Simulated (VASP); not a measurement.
# ScAgTe2 (R-3m) in VASP: a series of runs

ScAgTe2 is run at these levels: PBE; tasks: single point.

All numbers are computed with VASP 6.6.1; they aren't measurements. Logs are shortened: lines on timing, memory, paths and dates and some standing lists are left out, and cuts for length are marked.

### 1 The cell of the first run

Symmetry: R-3m, No. 166, trigonal system. The conventional cell has a = 4.138 Å, b = 4.138 Å, c = 20.606 Å, α = 90.00°, β = 90.00°, γ = 120.00°. Within 3.9 Å of Ag (site symmetry -3m) lie 6 Te at 2.98 Å. Sc (site symmetry -3m) has 6 Te at 2.90 Å within 3.8 Å. Within 3.8 Å of Te (site symmetry 3m) lie 3 Sc at 2.90 Å and 3 Ag at 2.98 Å.

### 2 Single point, PBE (volume changed by -6%)

The input, INCAR:

```
SYSTEM = ScAgTe2
PREC = Accurate
ENCUT = 520
EDIFF = 1E-7
ISMEAR = 0
SIGMA = 0.01
LREAL = .FALSE.
LASPH = .TRUE.
NELM = 60
ALGO = Normal
ISIF = 2
LWAVE = .FALSE.
LCHARG = .FALSE.
GGA = PE
NBANDS = 25
```

The input, KPOINTS:

```
regular mesh
0
G
  6 6 6
  0 0 0
```

The input, POSCAR:

```
ScAgTe2
1.0
    2.0690364071      1.1945587266      6.8688156993
   -2.0690364071      1.1945587266      6.8688156993
    0.0000000000     -2.3891174532      6.8688156993
Ag Sc Te
1 1 2
Direct
    1.0000000000      0.0000000000      0.0000000000
    0.5000000000      0.5000000000      0.5000000000
    0.2467595872      0.2467595872      0.2467595872
    0.7532404128      0.7532404128      0.7532404128
```

Potentials or basis: VASP PAW PBE potentials, release 64 (Ag, Sc_sv, Te).

Run with:

```console
> cat potpaw_PBE.64/Ag/POTCAR potpaw_PBE.64/Sc_sv/POTCAR potpaw_PBE.64/Te/POTCAR > POTCAR
> mpirun -np 1 vasp_std > vasp.out
```

OUTCAR:

```text
SYSTEM = ScAgTe2
   PREC = Accurate
   ENCUT = 520
   EDIFF = 1E-7
   ISMEAR = 0
   LREAL = .FALSE.
   LASPH = .TRUE.
   NELM = 60
   ISIF = 2
   GGA = PE

 ion  position               nearest neighbor table
   1  0.000  0.000  0.000-   4 2.98   3 2.98   4 2.98   4 2.98   3 2.98   3 2.98
   2  0.500  0.500  0.500-   3 2.90   4 2.90   3 2.90   3 2.90   4 2.90   4 2.90
   3  0.247  0.247  0.247-   2 2.90   2 2.90   2 2.90   1 2.98   1 2.98   1 2.98
   4  0.753  0.753  0.753-   2 2.90   2 2.90   2 2.90   1 2.98   1 2.98   1 2.98

  LATTYP: Found a trigonal (rhomboedric) cell.
 ALAT       =     7.2724487840
 COS(alpha) =     0.8381156305

  Lattice vectors:

 A1 = (   2.0690364071,   1.1945587266,   6.8688156993)
 A2 = (  -2.0690364071,   1.1945587266,   6.8688156993)
 A3 = (   0.0000000000,  -2.3891174532,   6.8688156993)

Analysis of symmetry for initial positions (statically):
=====================================================================
 Subroutine PRICEL returns:
 Original cell was already a primitive cell.

 Routine SETGRP: Setting up the symmetry group for a
 trigonal (rhombohedral) supercell.

 Subroutine GETGRP returns: Found 12 space group operations
 (whereof 12 operations were pure point group operations)
 out of a pool of 12 trial point group operations.

The static configuration has the point symmetry D_3d.

Analysis of symmetry for dynamics (positions and initial velocities):
=====================================================================
 Subroutine PRICEL returns:
 Original cell was already a primitive cell.

 Routine SETGRP: Setting up the symmetry group for a
 trigonal (rhombohedral) supercell.

 Subroutine GETGRP returns: Found 12 space group operations
 (whereof 12 operations were pure point group operations)
 out of a pool of 12 trial point group operations.

The dynamic configuration has the point symmetry D_3d.

 Subroutine INISYM returns: Found 12 space group operations
 (whereof 12 operations are pure point group operations),
 and found     1 'primitive' translations

----------------------------------------------------------------------------------------

                                     Primitive cell

  volume of cell :     101.8612

  direct lattice vectors                    reciprocal lattice vectors
     2.069036407  1.194558727  6.868815699     0.241658387  0.139521535  0.048528502
    -2.069036407  1.194558727  6.868815699    -0.241658387  0.139521535  0.048528502
     0.000000000 -2.389117453  6.868815699     0.000000000 -0.279043069  0.048528502

  length of vectors
     7.272448784  7.272448784  7.272448784     0.283231442  0.283231442  0.283231442

  position of ions in fractional coordinates (direct lattice)
     0.000000000  0.000000000  0.000000000
     0.500000000  0.500000000  0.500000000
     0.246759587  0.246759587  0.246759587
     0.753240413  0.753240413  0.753240413

  ion indices of the primitive-cell ions
   primitive index   ion index
                 1           1
                 2           2
                 3           3
                 4           4

----------------------------------------------------------------------------------------

 KPOINTS: regular mesh

Automatic generation of k-mesh.
 Grid dimensions read from file:
 generate k-points for:    6    6    6

 Generating k-lattice:

  Cartesian coordinates                     Fractional coordinates (reciprocal lattice)
     0.040276398  0.023253589  0.008088084     0.166666667  0.000000000  0.000000000
    -0.040276398  0.023253589  0.008088084     0.000000000  0.166666667  0.000000000
     0.000000000 -0.046507178  0.008088084     0.000000000  0.000000000  0.166666667

  Length of vectors
     0.047205240  0.047205240  0.047205240

  Shift w.r.t. Gamma in fractional coordinates (k-lattice)
     0.000000000  0.000000000  0.000000000

 Subroutine IBZKPT returns following result:
 ===========================================

 Found     32 irreducible k-points:

 Following reciprocal coordinates:
            Coordinates               Weight
  0.000000  0.000000  0.000000      1.000000
  0.166667 -0.000000  0.000000      6.000000
  0.333333 -0.000000 -0.000000      6.000000
  0.500000  0.000000  0.000000      3.000000
  0.166667  0.166667  0.000000      6.000000
  0.333333  0.166667 -0.000000     12.000000
[... 16 lines left out ...]
  0.500000  0.500000  0.166667      6.000000
 -0.333333  0.500000  0.166667     12.000000
 [... further k-points ...]
   k-points           NKPTS =     32   k-points in BZ     NKDIM =     32   number of bands    NBANDS=     25
   number of dos      NEDOS =    301   number of ions     NIONS =      4
   total plane-waves  NPLWV = 157464
   dimension x,y,z NGX =    54 NGY =   54 NGZ =   54
   dimension x,y,z NGXF=   108 NGYF=  108 NGZF=  108
   ions per type =               1   1   2
   NGX,Y,Z   is equivalent  to a cutoff of  12.34, 12.34, 12.34 a.u.
   NGXF,Y,Z  is equivalent  to a cutoff of  24.69, 24.69, 24.69 a.u.
 SYSTEM =  ScAgTe2
   PREC   = accura    normal or accurate (medium, high low for compatibility)
   ISTART =      0    job   : 0-new  1-cont  2-samecut
   ICHARG =      2    charge: 1-file 2-atom 10-const
   ISPIN  =      1    spin polarized calculation?
   LNONCOLLINEAR =      F non collinear calculations
   LSORBIT =      F    spin-orbit coupling
   LASPH  =      T    aspherical Exc in radial PAW
   ENCUT  =  520.0 eV  38.22 Ry    6.18 a.u.  13.52 13.52 13.52*2*pi/ulx,y,z
   NELM   =     60;   NELMIN=  2; NELMDL= -5     # of ELM steps
   EDIFF  = 0.1E-06   stopping-criterion for ELM
   LREAL  =      F    real-space projection
   EDIFFG = 0.1E-05   stopping-criterion for IOM
   NSW    =      0    number of steps for IOM
   IBRION =     -1    ionic relax: 0-MD 1-quasi-New 2-CG
   NFREE  =      0    steps in history (QN), initial steepest desc. (CG)
   ISIF   =      2    stress and relaxation
   ISYM   =      2    0-nonsym 1-usesym 2-fastsym
   POTIM  = 0.5000    time-step for ionic-motion
   TEBEG  =    0.0;   TEEND  =   0.0 temperature during run
   PSTRESS=    0.0 pullay stress
   NELECT =      34.0000    total number of electrons
   NUPDOWN=      -1.0000    fix difference up-down
   EMIN   =  10.00;   EMAX   =-10.00  energy-range for DOS
   EFERMI =   0.00;   METHOD = LEGACY
   ISMEAR =     0;   SIGMA  =   0.01  broadening in eV -4-tet -1-fermi 0-gaus
   EFERMI_NEDOS =   21; number of points for ismear=-14 and -15
   IALGO  =     38    algorithm
   IMIX   =      4    mixing-type and parameters
     AMIX     =   0.40;   BMIX     =  1.00
     AMIX_MAG =   1.60;   BMIX_MAG =  1.00
  volume/ion in A,a.u.               =      25.47       171.85
  Fermi-wavevector in a.u.,A,eV,Ry     =   1.135616  2.146003 17.546400  1.289624
  Thomas-Fermi vector in A             =   2.272321
   LORBIT       =      0    0 simple, 1 ext, 2 COOP (PROOUT), +10 PAW based schemes
   GGA     = PE    functional components
   LHFCALC =     F    Hartree Fock is set to
   AEXX    =    0.0000 exact exchange contribution
   IVDW    =     0    specifies the selected vdW correction
   LEPSILON=     F    determine dielectric tensor
   LRPA    =     F    only Hartree local field effects (RPA)
 non-spin polarized calculation
 Gauss-broadening in eV      SIGMA  =   0.01
  energy-cutoff  :      520.00
  volume of cell :      101.86
 maximum number of plane-waves:      2773
   NGX = 27   NGY = 27   NGZ = 27

 number of electron      34.0000000 magnetization

 Free energy of the ion-electron system (eV)
  ---------------------------------------------------
  ext. energy  EPLUGINS =         0.00000000
  ---------------------------------------------------
  free energy    TOTEN  =       -18.03028202 eV

  energy without entropy =      -18.03028202  energy(sigma->0) =      -18.03028202

 E-fermi :   6.7931     XC(G=0): -10.0609

 val. band max:        6.6921298880   @ k =   0.5000   0.5000   0.5000
 cond. band min:       6.8519395828   @ k =   0.5000   0.5000   0.0000
 fundamental gap:      0.1598096948
 Fermi energy:         6.7930621268

 k-point     1 :       0.0000    0.0000    0.0000
  band No.  band energies     occupation
      1     -43.7775      2.00000
      2     -22.4137      2.00000
      3     -22.3885      2.00000
      4     -22.3885      2.00000
      5      -5.6359      2.00000
      6      -4.4238      2.00000
[... 17 lines left out ...]
     24       9.8393      0.00000
     25      11.8022      0.00000

 k-point     2 :       0.1667   -0.0000    0.0000
  band No.  band energies     occupation
      1     -43.7770      2.00000
      2     -22.4117      2.00000
      3     -22.3971      2.00000
      4     -22.3904      2.00000
      5      -5.4078      2.00000
      6      -4.3832      2.00000
[... 17 lines left out ...]
     24      10.9877      0.00000
     25      12.3970      0.00000

 k-point     3 :       0.3333   -0.0000   -0.0000
  band No.  band energies     occupation
      1     -43.7760      2.00000
      2     -22.4145      2.00000
      3     -22.4074      2.00000
      4     -22.3941      2.00000
      5      -4.8580      2.00000
      6      -4.2999      2.00000
[... 17 lines left out ...]
     24      11.0597      0.00000
     25      12.1121      0.00000

 k-point     4 :       0.5000    0.0000    0.0000
  band No.  band energies     occupation
      1     -43.7756      2.00000
      2     -22.4229      2.00000
      3     -22.4054      2.00000
      4     -22.3960      2.00000
      5      -4.3933      2.00000
      6      -4.3841      2.00000
[... 17 lines left out ...]
     24      10.5725      0.00000
     25      12.0710      0.00000
[... 477 lines left out ...]
 k-point    22 :      -0.1667    0.3333    0.1667
  band No.  band energies     occupation
      1     -43.7756      2.00000
      2     -22.4183      2.00000
      3     -22.4056      2.00000
      4     -22.4005      2.00000
      5      -4.4925      2.00000
      6      -4.2876      2.00000
[... 17 lines left out ...]
     24      10.6067      0.00000
     25      12.5433      0.00000

 k-point    23 :       0.5000    0.5000    0.1667
  band No.  band energies     occupation
      1     -43.7761      2.00000
      2     -22.4145      2.00000
      3     -22.4074      2.00000
      4     -22.3942      2.00000
      5      -4.6757      2.00000
      6      -4.5062      2.00000
[... 17 lines left out ...]
     24      10.4872      0.00000
     25      12.2481      0.00000

 k-point    24 :      -0.3333    0.5000    0.1667
  band No.  band energies     occupation
      1     -43.7756      2.00000
      2     -22.4183      2.00000
      3     -22.4056      2.00000
      4     -22.4005      2.00000
      5      -4.4140      2.00000
      6      -4.3610      2.00000
[... 17 lines left out ...]
     24      10.6287      0.00000
     25      12.0243      0.00000

 [... further k-points ...]
[... 5 lines left out ...]
  --------------------------------------------------------------------------------------
  -------------------------------------------------------------------------------------
  Total        2.5225705      2.5225705      2.5191770     -0.0000000     -0.0000000      0.0000000
  in kB       39.6775767     39.6775767     39.6241999     -0.0000000     -0.0000000      0.0000000
  external PRESSURE =      39.6597844 kB  Pullay stress =       0.0000000 kB

 VOLUME and BASIS-vectors are now :
 -----------------------------------------------------------------------------
  energy-cutoff  :      520.00
  volume of cell :      101.86
      direct lattice vectors                 reciprocal lattice vectors
     2.069036407  1.194558727  6.868815699     0.241658387  0.139521535  0.048528502
    -2.069036407  1.194558727  6.868815699    -0.241658387  0.139521535  0.048528502
     0.000000000 -2.389117453  6.868815699     0.000000000 -0.279043069  0.048528502

 POSITION                                       TOTAL-FORCE (eV/Angst)
 -----------------------------------------------------------------------------------
      0.00000      0.00000      0.00000        -0.000000      0.000000      0.000000
      0.00000      0.00000     10.30322         0.000000     -0.000000     -0.000000
      0.00000      0.00000      5.08484        -0.000000      0.000000      0.207266
      0.00000      0.00000     15.52161        -0.000000      0.000000     -0.207266
 -----------------------------------------------------------------------------------
    total drift:                                0.000000     -0.000000     -0.000000

  FREE ENERGIE OF THE ION-ELECTRON SYSTEM (eV)
  ---------------------------------------------------
  free  energy   TOTEN  =       -18.0302820167 eV

  energy  without entropy=      -18.0302820167  energy(sigma->0) =      -18.03028202
```

Wall time 2.3 min (1 thread of Intel Xeon 6975P-C (Granite Rapids), shared host); peak memory 0.43 GiB.

Results:

- Free energy: -18.0303 eV
- Pressure: 4.0 GPa
- Largest force: 0.207 eV/Å
- Band gap on the k mesh: 0.16 eV, indirect (least direct gap 0.76 eV)

Forces on the atoms (eV/Å):
```
Ag   0.000  0.000  0.000
Sc   0.000  0.000  0.000
Te   0.000  0.000  0.207
Te   0.000  0.000 -0.207
```

Levels at points of the mesh, in eV from the valence-band top:
| k point | band 15 | band 16 | band 17 | band 18 | band 19 | band 20 |
| --- | --- | --- | --- | --- | --- | --- |
| (0.00, 0.00, 0.00) | -0.75 | -0.59 | -0.59 | 0.80 | 0.80 | 0.86 |
| (0.50, 0.00, 0.00) | -2.58 | -1.68 | -1.08 | 0.40 | 1.50 | 1.63 |
| (0.50, 0.50, 0.00) | -2.27 | -1.60 | -1.21 | 0.16 | 1.06 | 1.53 |
| (0.50, 0.50, 0.50) | -2.25 | 0.00 | 0.00 | 0.76 | 0.76 | 1.07 |

Caveat: spin-orbit coupling is left out, which moves the levels of the heavy elements. A k mesh can miss the band edges.

### 3 Single point, PBE (volume changed by -3%)

The input, INCAR:

```
SYSTEM = ScAgTe2
PREC = Accurate
ENCUT = 520
EDIFF = 1E-6
ISMEAR = 0
SIGMA = 0.01
LREAL = .FALSE.
LASPH = .TRUE.
NELM = 100
ALGO = Normal
ISIF = 2
LWAVE = .FALSE.
LCHARG = .TRUE.
GGA = PE
LELF = .TRUE.
LVHAR = .TRUE.
NBANDS = 25
```

The input, KPOINTS:

```
Automatic mesh
0
G
  6 6 6
  0 0 0
```

The input, POSCAR:

```
ScAgTe2
1.0
    2.0908173383      1.2071339531      6.9411243362
   -2.0908173383      1.2071339531      6.9411243362
    0.0000000000     -2.4142679062      6.9411243362
Ag Sc Te
1 1 2
Direct
    1.0000000000      0.0000000000      0.0000000000
    0.5000000000      0.5000000000      0.5000000000
    0.2467595872      0.2467595872      0.2467595872
    0.7532404128      0.7532404128      0.7532404128
```

Potentials or basis: VASP PAW PBE potentials, release 64 (Ag, Sc_sv, Te).

Run with:

```console
> cat potpaw_PBE.64/Ag/POTCAR potpaw_PBE.64/Sc_sv/POTCAR potpaw_PBE.64/Te/POTCAR > POTCAR
> mpirun -np 1 vasp_std > vasp.out
```

OUTCAR:

```text
SYSTEM = ScAgTe2
   PREC = Accurate
   ENCUT = 520
   EDIFF = 1E-6
   ISMEAR = 0
   LREAL = .FALSE.
   LASPH = .TRUE.
   NELM = 100
   ISIF = 2
   GGA = PE

 ion  position               nearest neighbor table
   1  0.000  0.000  0.000-   4 3.01   4 3.01   3 3.01   3 3.01   4 3.01   3 3.01
   2  0.500  0.500  0.500-   3 2.93   3 2.93   4 2.93   4 2.93   3 2.93   4 2.93
   3  0.247  0.247  0.247-   2 2.93   2 2.93   2 2.93   1 3.01   1 3.01   1 3.01
   4  0.753  0.753  0.753-   2 2.93   2 2.93   2 2.93   1 3.01   1 3.01   1 3.01

  LATTYP: Found a trigonal (rhomboedric) cell.
 ALAT       =     7.3490065025
[... 873 lines left out ...]
  -------------------------------------------------------------------------------------
  Total        1.2037490      1.2037490      1.2180761      0.0000000      0.0000000      0.0000000
  in kB       18.3482185     18.3482185     18.5665996      0.0000000      0.0000000      0.0000000
  external PRESSURE =      18.4210122 kB  Pullay stress =       0.0000000 kB

 VOLUME and BASIS-vectors are now :
 -----------------------------------------------------------------------------
  energy-cutoff  :      520.00
  volume of cell :      105.11
      direct lattice vectors                 reciprocal lattice vectors
     2.090817338  1.207133953  6.941124336     0.239140929  0.138068080  0.048022960
    -2.090817338  1.207133953  6.941124336    -0.239140929  0.138068080  0.048022960
     0.000000000 -2.414267906  6.941124336     0.000000000 -0.276136159  0.048022960

 POSITION                                       TOTAL-FORCE (eV/Angst)
 -----------------------------------------------------------------------------------
      0.00000      0.00000      0.00000         0.000000     -0.000000      0.000000
      0.00000      0.00000     10.41169        -0.000000      0.000000      0.000000
      0.00000      0.00000      5.13837        -0.000000      0.000000      0.110261
      0.00000      0.00000     15.68501        -0.000000     -0.000000     -0.110261
 -----------------------------------------------------------------------------------
    total drift:                               -0.000000      0.000000      0.000000

  FREE ENERGIE OF THE ION-ELECTRON SYSTEM (eV)
  ---------------------------------------------------
  free  energy   TOTEN  =       -18.0891877875 eV

  energy  without entropy=      -18.0891877875  energy(sigma->0) =      -18.08918779
```

OSZICAR:

```text
N       E                     dE             d eps       ncg     rms          rms(c)
DAV:   1     0.299530043611E+03    0.29953E+03   -0.14983E+04  1624   0.123E+03
DAV:   2     0.322270832175E+01   -0.29631E+03   -0.28503E+03  1632   0.351E+02
DAV:   3    -0.190963834645E+02   -0.22319E+02   -0.21333E+02  2326   0.910E+01
DAV:   4    -0.199213944263E+02   -0.82501E+00   -0.82177E+00  2368   0.191E+01
DAV:   5    -0.199335739641E+02   -0.12180E-01   -0.12176E-01  2127   0.213E+00    0.926E+00
DAV:   6    -0.181286280951E+02    0.18049E+01   -0.45646E+00  2363   0.218E+01    0.492E+00
DAV:   7    -0.180971718999E+02    0.31456E-01   -0.40398E-01  2039   0.447E+00    0.313E+00
DAV:   8    -0.180892230348E+02    0.79489E-02   -0.73942E-02  2228   0.204E+00    0.105E+00
DAV:   9    -0.180894993484E+02   -0.27631E-03   -0.13515E-02  2268   0.118E+00    0.364E-01
DAV:  10    -0.180891653785E+02    0.33397E-03   -0.32827E-03  2413   0.611E-01    0.196E-01
DAV:  11    -0.180891948156E+02   -0.29437E-04   -0.50431E-04  2314   0.206E-01    0.716E-02
DAV:  12    -0.180891884423E+02    0.63734E-05   -0.72876E-05  2245   0.932E-02    0.182E-02
DAV:  13    -0.180891885431E+02   -0.10085E-06   -0.21529E-05  2341   0.470E-02    0.106E-02
DAV:  14    -0.180891877875E+02    0.75565E-06   -0.26489E-06  1483   0.187E-02
   1 F= -.18089188E+02 E0= -.18089188E+02  d E =-.208172E-22
```

Wall time 2.1 min (1 thread of Intel Xeon 6975P-C (Granite Rapids), shared host); peak memory 0.45 GiB.

What came out:

```yaml
Free_energy: -18.0892 eV
Pressure: 1.8 GPa
Largest_force: 0.110 eV/Å
Band_gap_on_the_k_mesh: 0.24 eV, indirect (least direct gap 0.80 eV)
```

Forces in eV/Å, atoms in the order of the input:
```
Ag   0.000  0.000  0.000
Sc   0.000  0.000  0.000
Te   0.000  0.000  0.110
Te   0.000  0.000 -0.110
```

Levels at points of the mesh, in eV from the valence-band top:
```
           k point  band 13  band 14  band 15  band 16  band 17  band 18  band 19  band 20  band 21  band 22
(0.00, 0.00, 0.00)    -1.74    -1.74    -0.70    -0.55    -0.55     0.84     0.84     0.90     2.34     3.06
(0.50, 0.00, 0.00)    -3.27    -3.20    -2.45    -1.63    -1.04     0.47     1.50     1.61     2.26     2.43
(0.50, 0.50, 0.00)    -3.58    -2.26    -2.16    -1.52    -1.16     0.24     1.06     1.53     1.63     2.95
(0.50, 0.50, 0.50)    -2.97    -2.13    -2.13     0.00     0.00     0.80     0.80     1.09     2.63     2.63
```

Caveat: spin-orbit coupling is left out, which moves the levels of the heavy elements.
